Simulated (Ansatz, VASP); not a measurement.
# One calculation of Si2C, two programs

```
Si C
1.0
     5.27499    0.00000    0.00000
    -2.63750    4.56828    0.00000
     0.00000    0.00000    2.73126
Si C
4 2
Direct
  0.00000 0.00000 0.00000
  0.41407 0.00000 0.50000
  0.00000 0.41407 0.50000
  0.58593 0.58593 0.50000
  0.66667 0.33333 0.00000
  0.33333 0.66667 0.00000
```

Alike in both runs: functional PBE; k mesh 12 × 12 × 10; occupations gaussian, width 0.1 eV; no spin polarisation.

Ansatz relaxed the structure, and its values are those at the end. VASP's run is a single point on that final structure, the one shown.

```csv
,VASP,Ansatz
version,VASP 6.6.1,Ansatz 0.2.0
potentials or method,"VASP PAW PBE potentials, release 64 (Si, C), cutoff 520 eV","scalar-relativistic, plane waves, PAW"
valence electrons in the cell,24,24
```

|  | VASP | Ansatz | Ansatz less VASP |
| --- | --- | --- | --- |
| gap on the k mesh at the Fermi level (eV) | none | none | - |
| pressure (GPa) | 0.0 | 0.0 | -0.02 |

A gap of «none» marks a metal or a gap that the smearing closes. The functional is the same, so the differences come from potentials, cutoffs and numerics.
